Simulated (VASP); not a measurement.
ZrB2, 3 atoms in the cell. It takes space group P6/mmm (No. 191, hexagonal). Conventional cell: a = 3.039 Å, b = 3.039 Å, c = 3.314 Å, α = 90.00°, β = 90.00°, γ = 120.00°. Zr (site symmetry 6/mmm) has 12 B at 2.41 Å and 8 Zr at 3.04 to 3.31 Å within 3.4 Å. Within 2.3 Å of B (site symmetry -6m2) lie 3 B at 1.75 Å. 

| Quantity | Value |
| --- | --- |
| Program | VASP 6.6.1 |
| Task | single point |
| Functional | LDA |
| Potentials or basis | VASP PAW LDA potentials, release 64 (Zr_sv, B) |
| Cutoff | 520 eV |
| k mesh | 15 × 15 × 12 |
| Occupations | gaussian, width 0.15 eV |
| Spin | no spin polarisation |
| Dipole correction | no |
| Further INCAR settings | ALGO = Normal; EDIFF = 1e-06; NBANDS = 16 |

Potentials or basis: VASP PAW LDA potentials, release 64 (Zr_sv, B).

Command:

```bash
$ cat potpaw_LDA.64/Zr_sv/POTCAR potpaw_LDA.64/B/POTCAR > POTCAR
$ mpirun -np 1 vasp_std > vasp.out
```

Hardware: 1 thread of Intel Xeon 8259CL (shared host).

Task: How long does it take, and how much memory?

Result: It took 62 s on 1 thread of Intel Xeon 8259CL, with other jobs on the host, peak memory 0.19 GiB. Counts: scf iterations 13, k points 189.
